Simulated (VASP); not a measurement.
# Mg2Ge2N (I4/mmm) in VASP: further runs

The runs below take Mg2Ge2N through single point, with PBE.

Program: VASP 6.6.1. These are calculated values, not measurements. Logs are shortened: lines on timing, memory, paths and dates and some standing lists are left out, and cuts for length are marked.

## 1. The cell of the first run

The structure is tetragonal, space group I4/mmm (No. 139). The conventional cell has a = 4.087 Å, b = 4.087 Å, c = 10.116 Å, α = 90.00°, β = 90.00°, γ = 90.00°. Mg (site symmetry 4mm) has 1 Mg at 2.35 Å and 4 Ge at 2.45 Å within 3.1 Å. Ge (site symmetry -4m2) has 4 Mg at 2.45 Å and 4 Ge at 2.89 Å within 3.2 Å. N (site symmetry 4/mmm) has 10 Mg at 3.12 to 3.88 Å and 8 Ge at 3.25 Å and 4 N at 4.09 Å within 4.1 Å.

## 2. Single point, PBE

INCAR

```
SYSTEM = Mg2Ge2N
PREC = Accurate ; ENCUT = 520
EDIFF = 1E-7 ; ISMEAR = 0
SIGMA = 0.1 ; LREAL = .False.
LASPH = .True. ; NELM = 80
ALGO = Normal ; ISIF = 2
LWAVE = .False. ; LCHARG = .False.
GGA = PE ; NBANDS = 26
```

KPOINTS

```
Automatic mesh
0
Gamma
  6 6 6
  0 0 0
```

POSCAR

```
Mg2Ge2N
1.0
   -2.0434627300      2.0434627300      5.0580761000
    2.0434627300     -2.0434627300      5.0580761000
    2.0434627300      2.0434627300     -5.0580761000
Mg Ge N
2 2 1
Direct
    0.3840000000      0.3840000000      0.0000000000
    0.6160000000      0.6160000000      0.0000000000
    0.7500000000      0.2500000000      0.5000000000
    0.2500000000      0.7500000000      0.5000000000
    0.0000000000      0.0000000000      0.0000000000
```

Potentials or basis: VASP PAW PBE potentials, release 64 (Mg, Ge_d, N).

Launch:

```console
cat potpaw_PBE.64/Mg/POTCAR potpaw_PBE.64/Ge_d/POTCAR potpaw_PBE.64/N/POTCAR > POTCAR
mpirun -np 1 vasp_std > vasp.out
```

OUTCAR:

```text
SYSTEM = Mg2Ge2N
   PREC = Accurate
   ENCUT = 520
   EDIFF = 1E-7
   ISMEAR = 0
   LREAL = .False.
   LASPH = .True.
   NELM = 80
   ISIF = 2
   GGA = PE

 ion  position               nearest neighbor table
   1  0.384  0.384  0.000-   2 2.35   3 2.45   4 2.45   4 2.45   3 2.45
   2  0.616  0.616  0.000-   1 2.35   3 2.45   4 2.45   3 2.45   4 2.45
   3  0.750  0.250  0.500-   1 2.45   2 2.45   1 2.45   2 2.45   4 2.89   4 2.89   4 2.89   4 2.89

   4  0.250  0.750  0.500-   1 2.45   2 2.45   1 2.45   2 2.45   3 2.89   3 2.89   3 2.89   3 2.89

   5  0.000  0.000  0.000-

  LATTYP: Found a body centered tetragonal cell.
 ALAT       =     4.0869254600
 C/A-ratio  =     2.4752475422

  Lattice vectors:

 A1 = (  -2.0434627300,   2.0434627300,   5.0580761000)
 A2 = (   2.0434627300,  -2.0434627300,   5.0580761000)
 A3 = (   2.0434627300,   2.0434627300,  -5.0580761000)

Analysis of symmetry for initial positions (statically):
=====================================================================
 Subroutine PRICEL returns:
 Original cell was already a primitive cell.

 Routine SETGRP: Setting up the symmetry group for a
 body centered tetragonal supercell.

 Subroutine GETGRP returns: Found 16 space group operations
 (whereof 16 operations were pure point group operations)
 out of a pool of 16 trial point group operations.

The static configuration has the point symmetry D_4h.

Analysis of symmetry for dynamics (positions and initial velocities):
=====================================================================
 Subroutine PRICEL returns:
 Original cell was already a primitive cell.

 Routine SETGRP: Setting up the symmetry group for a
 body centered tetragonal supercell.

 Subroutine GETGRP returns: Found 16 space group operations
 (whereof 16 operations were pure point group operations)
 out of a pool of 16 trial point group operations.

The dynamic configuration has the point symmetry D_4h.

 Subroutine INISYM returns: Found 16 space group operations
 (whereof 16 operations are pure point group operations),
 and found     1 'primitive' translations

----------------------------------------------------------------------------------------

                                     Primitive cell

  volume of cell :      84.4848

  direct lattice vectors                    reciprocal lattice vectors
    -2.043462730  2.043462730  5.058076100     0.000000000  0.244682711  0.098851814
     2.043462730 -2.043462730  5.058076100     0.244682711  0.000000000  0.098851814
     2.043462730  2.043462730 -5.058076100     0.244682711  0.244682711  0.000000000

  length of vectors
     5.825428198  5.825428198  5.825428198     0.263896400  0.263896400  0.346033608

  position of ions in fractional coordinates (direct lattice)
     0.384000000  0.384000000  0.000000000
     0.616000000  0.616000000  0.000000000
     0.750000000  0.250000000  0.500000000
     0.250000000  0.750000000  0.500000000
     0.000000000  0.000000000  0.000000000

  ion indices of the primitive-cell ions
   primitive index   ion index
                 1           1
                 2           2
                 3           3
                 4           4
                 5           5

----------------------------------------------------------------------------------------

 KPOINTS: Automatic mesh

Automatic generation of k-mesh.
 Grid dimensions read from file:
 generate k-points for:    6    6    6

 Generating k-lattice:

  Cartesian coordinates                     Fractional coordinates (reciprocal lattice)
     0.000000000  0.040780452  0.016475302     0.166666667  0.000000000 -0.000000000
     0.040780452  0.000000000  0.016475302     0.000000000  0.166666667 -0.000000000
     0.040780452  0.040780452  0.000000000     0.000000000  0.000000000  0.166666667

  Length of vectors
     0.043982733  0.043982733  0.057672268

  Shift w.r.t. Gamma in fractional coordinates (k-lattice)
     0.000000000  0.000000000  0.000000000

 Subroutine IBZKPT returns following result:
 ===========================================

 Found     30 irreducible k-points:

 Following reciprocal coordinates:
            Coordinates               Weight
  0.000000  0.000000  0.000000      1.000000
  0.166667  0.000000 -0.000000      8.000000
  0.333333  0.000000 -0.000000      8.000000
  0.500000  0.000000 -0.000000      4.000000
  0.166667  0.166667 -0.000000      8.000000
  0.333333  0.166667 -0.000000     16.000000
[... 16 lines left out ...]
 -0.333333 -0.333333  0.166667      8.000000
 -0.166667 -0.333333  0.166667      8.000000
 [... further k-points ...]
   k-points           NKPTS =     30   k-points in BZ     NKDIM =     30   number of bands    NBANDS=     26
   number of dos      NEDOS =    301   number of ions     NIONS =      5
   total plane-waves  NPLWV = 110592
   dimension x,y,z NGX =    48 NGY =   48 NGZ =   48
   dimension x,y,z NGXF=    96 NGYF=   96 NGZF=   96
   ions per type =               2   2   1
   NGX,Y,Z   is equivalent  to a cutoff of  13.70, 13.70, 13.70 a.u.
   NGXF,Y,Z  is equivalent  to a cutoff of  27.40, 27.40, 27.40 a.u.
 SYSTEM =  Mg2Ge2N
   PREC   = accura    normal or accurate (medium, high low for compatibility)
   ISTART =      0    job   : 0-new  1-cont  2-samecut
   ICHARG =      2    charge: 1-file 2-atom 10-const
   ISPIN  =      1    spin polarized calculation?
   LNONCOLLINEAR =      F non collinear calculations
   LSORBIT =      F    spin-orbit coupling
   LASPH  =      T    aspherical Exc in radial PAW
   ENCUT  =  520.0 eV  38.22 Ry    6.18 a.u.  10.83 10.83 10.83*2*pi/ulx,y,z
   NELM   =     80;   NELMIN=  2; NELMDL= -5     # of ELM steps
   EDIFF  = 0.1E-06   stopping-criterion for ELM
   LREAL  =      F    real-space projection
   EDIFFG = 0.1E-05   stopping-criterion for IOM
   NSW    =      0    number of steps for IOM
   IBRION =     -1    ionic relax: 0-MD 1-quasi-New 2-CG
   NFREE  =      0    steps in history (QN), initial steepest desc. (CG)
   ISIF   =      2    stress and relaxation
   ISYM   =      2    0-nonsym 1-usesym 2-fastsym
   POTIM  = 0.5000    time-step for ionic-motion
   TEBEG  =    0.0;   TEEND  =   0.0 temperature during run
   PSTRESS=    0.0 pullay stress
   NELECT =      37.0000    total number of electrons
   NUPDOWN=      -1.0000    fix difference up-down
   EMIN   =  10.00;   EMAX   =-10.00  energy-range for DOS
   EFERMI =   0.00;   METHOD = LEGACY
   ISMEAR =     0;   SIGMA  =   0.10  broadening in eV -4-tet -1-fermi 0-gaus
   EFERMI_NEDOS =   21; number of points for ismear=-14 and -15
   IALGO  =     38    algorithm
   IMIX   =      4    mixing-type and parameters
     AMIX     =   0.40;   BMIX     =  1.00
     AMIX_MAG =   1.60;   BMIX_MAG =  1.00
  volume/ion in A,a.u.               =      16.90       114.03
  Fermi-wavevector in a.u.,A,eV,Ry     =   1.243223  2.349351 21.029221  1.545604
  Thomas-Fermi vector in A             =   2.377543
   LORBIT       =      0    0 simple, 1 ext, 2 COOP (PROOUT), +10 PAW based schemes
   GGA     = PE    functional components
   LHFCALC =     F    Hartree Fock is set to
   AEXX    =    0.0000 exact exchange contribution
   IVDW    =     0    specifies the selected vdW correction
   LEPSILON=     F    determine dielectric tensor
   LRPA    =     F    only Hartree local field effects (RPA)
 non-spin polarized calculation
 Gauss-broadening in eV      SIGMA  =   0.10
  energy-cutoff  :      520.00
  volume of cell :       84.48
 maximum number of plane-waves:      2292
 NGX is ok and might be reduce to    48
   NGX = 21   NGY = 21   NGZ = 21

 number of electron      36.9999998 magnetization

 Free energy of the ion-electron system (eV)
  ---------------------------------------------------
  ext. energy  EPLUGINS =         0.00000000
  ---------------------------------------------------
  free energy    TOTEN  =       -12.96944928 eV

  energy without entropy =      -12.95214459  energy(sigma->0) =      -12.96079694

 E-fermi :   4.3813     XC(G=0): -10.1638

 val. band max:        4.3107849449   @ k =   0.5000   0.1667  -0.0000
 cond. band min:       4.3855286712   @ k =   0.3333   0.1667  -0.0000
 fundamental gap:      0.0747437263
 Fermi energy:         4.3813356881

 k-point     1 :       0.0000    0.0000    0.0000
  band No.  band energies     occupation
      1     -20.2187      2.00000
      2     -20.1911      2.00000
      3     -20.1837      2.00000
      4     -20.1737      2.00000
      5     -20.1737      2.00000
      6     -20.1319      2.00000
[... 18 lines left out ...]
     25      11.2274      0.00000
     26      11.2274      0.00000

 k-point     2 :       0.1667    0.0000   -0.0000
  band No.  band energies     occupation
      1     -20.2063      2.00000
      2     -20.1838      2.00000
      3     -20.1782      2.00000
      4     -20.1713      2.00000
      5     -20.1709      2.00000
      6     -20.1351      2.00000
[... 18 lines left out ...]
     25      10.7097      0.00000
     26      10.9156      0.00000

 k-point     3 :       0.3333    0.0000   -0.0000
  band No.  band energies     occupation
      1     -20.1721      2.00000
      2     -20.1653      2.00000
      3     -20.1648      2.00000
      4     -20.1629      2.00000
      5     -20.1629      2.00000
      6     -20.1435      2.00000
[... 18 lines left out ...]
     25      10.2812      0.00000
     26      10.9651      0.00000

 k-point     4 :       0.5000    0.0000   -0.0000
  band No.  band energies     occupation
      1     -20.1553      2.00000
      2     -20.1553      2.00000
      3     -20.1528      2.00000
      4     -20.1528      2.00000
      5     -20.1448      2.00000
      6     -20.1448      2.00000
[... 18 lines left out ...]
     25      10.0649      0.00000
     26      13.1780      0.00000

 k-point     5 :       0.1667    0.1667   -0.0000
  band No.  band energies     occupation
      1     -20.2020      2.00000
      2     -20.1774      2.00000
      3     -20.1755      2.00000
      4     -20.1668      2.00000
      5     -20.1625      2.00000
      6     -20.1439      2.00000
[... 18 lines left out ...]
     25       9.7359      0.00000
     26      11.9554      0.00000

 k-point     6 :       0.3333    0.1667   -0.0000
  band No.  band energies     occupation
      1     -20.1868      2.00000
      2     -20.1740      2.00000
      3     -20.1613      2.00000
      4     -20.1550      2.00000
      5     -20.1515      2.00000
      6     -20.1396      2.00000
[... 427 lines left out ...]
 k-point    21 :      -0.3333    0.5000    0.1667
  band No.  band energies     occupation
      1     -20.1867      2.00000
      2     -20.1739      2.00000
      3     -20.1613      2.00000
      4     -20.1551      2.00000
      5     -20.1515      2.00000
      6     -20.1395      2.00000
[... 18 lines left out ...]
     25      10.3592      0.00000
     26      10.4765      0.00000

 k-point    22 :      -0.1667    0.5000    0.1667
  band No.  band energies     occupation
      1     -20.1721      2.00000
      2     -20.1652      2.00000
      3     -20.1649      2.00000
      4     -20.1629      2.00000
      5     -20.1628      2.00000
      6     -20.1435      2.00000
[... 18 lines left out ...]
     25      10.3437      0.00000
     26      10.8920      0.00000

 k-point    23 :      -0.3333   -0.3333    0.1667
  band No.  band energies     occupation
      1     -20.2019      2.00000
      2     -20.1774      2.00000
      3     -20.1754      2.00000
      4     -20.1666      2.00000
      5     -20.1624      2.00000
      6     -20.1440      2.00000
[... 18 lines left out ...]
     25      10.1106      0.00000
     26      10.7511      0.00000

 k-point    24 :      -0.1667   -0.3333    0.1667
  band No.  band energies     occupation
      1     -20.2063      2.00000
      2     -20.1838      2.00000
      3     -20.1780      2.00000
      4     -20.1713      2.00000
      5     -20.1708      2.00000
      6     -20.1351      2.00000
[... 18 lines left out ...]
     25      10.6763      0.00000
     26      11.0103      0.00000

 [... further k-points ...]

------------------------ aborting loop because EDIFF is reached ----------------------------------------

  FORCE on cell =-STRESS in cart. coord.  units (eV):
  Direction    XX          YY          ZZ          XY          YZ          ZX
  --------------------------------------------------------------------------------------
  -------------------------------------------------------------------------------------
  Total        4.4397227      4.4397227     14.2351018      0.0000000     -0.0000000      0.0000000
  in kB       84.1952583     84.1952583    269.9556166      0.0000000     -0.0000000      0.0000000
  external PRESSURE =     146.1153777 kB  Pullay stress =       0.0000000 kB

 VOLUME and BASIS-vectors are now :
 -----------------------------------------------------------------------------
  energy-cutoff  :      520.00
  volume of cell :       84.48
      direct lattice vectors                 reciprocal lattice vectors
    -2.043462730  2.043462730  5.058076100     0.000000000  0.244682711  0.098851814
     2.043462730 -2.043462730  5.058076100     0.244682711  0.000000000  0.098851814
     2.043462730  2.043462730 -5.058076100     0.244682711  0.244682711  0.000000000

 POSITION                                       TOTAL-FORCE (eV/Angst)
 -----------------------------------------------------------------------------------
      0.00000      0.00000      3.88460        -0.000000     -0.000000      0.947850
      0.00000      0.00000      6.23155         0.000000      0.000000     -0.947850
      0.00000      2.04346      2.52904         0.000000      0.000000     -0.000000
      2.04346      0.00000      2.52904         0.000000      0.000000      0.000000
      0.00000      0.00000      0.00000         0.000000      0.000000      0.000000
 -----------------------------------------------------------------------------------
    total drift:                                0.000000     -0.000000      0.000000

  FREE ENERGIE OF THE ION-ELECTRON SYSTEM (eV)
  ---------------------------------------------------
  free  energy   TOTEN  =       -12.9694492786 eV

  energy  without entropy=      -12.9521445939  energy(sigma->0) =      -12.96079694
```

Run time: 96 s. Hardware: 1 thread of Intel Xeon Platinum 8375C at 2.90GHz (Ice Lake), shared host; peak memory 0.35 GiB.

Results:

- Free energy: -12.9694 eV
- Pressure: 14.6 GPa
- Largest force: 0.948 eV/Å

Forces on the atoms (eV/Å):
```
Mg   0.000  0.000  0.948
Mg   0.000  0.000 -0.948
Ge   0.000  0.000  0.000
Ge   0.000  0.000  0.000
N    0.000  0.000  0.000
```

Levels at points of the mesh, in eV from the Fermi level:
```csv
k point,band 14,band 15,band 16,band 17,band 18,band 19,band 20,band 21,band 22,band 23
"(0.00, 0.00, 0.00)",-4.07,-2.76,-2.76,-0.98,-0.98,-0.84,0.25,1.14,3.98,4.04
"(0.50, 0.00, 0.00)",-3.87,-1.59,-1.21,-1.04,-0.57,0.03,0.18,0.66,1.89,2.37
"(0.50, 0.50, 0.00)",-5.42,-5.37,-3.22,-1.39,-0.63,-0.63,-0.23,1.54,5.47,5.92
"(0.50, 0.50, 0.50)",-4.11,-3.13,-3.13,-0.46,-0.25,-0.25,2.05,2.06,3.16,4.38
```

Caveat: the k points lie up to 0.36 Å⁻¹ apart.

(Part 1 of 2 ends here.)
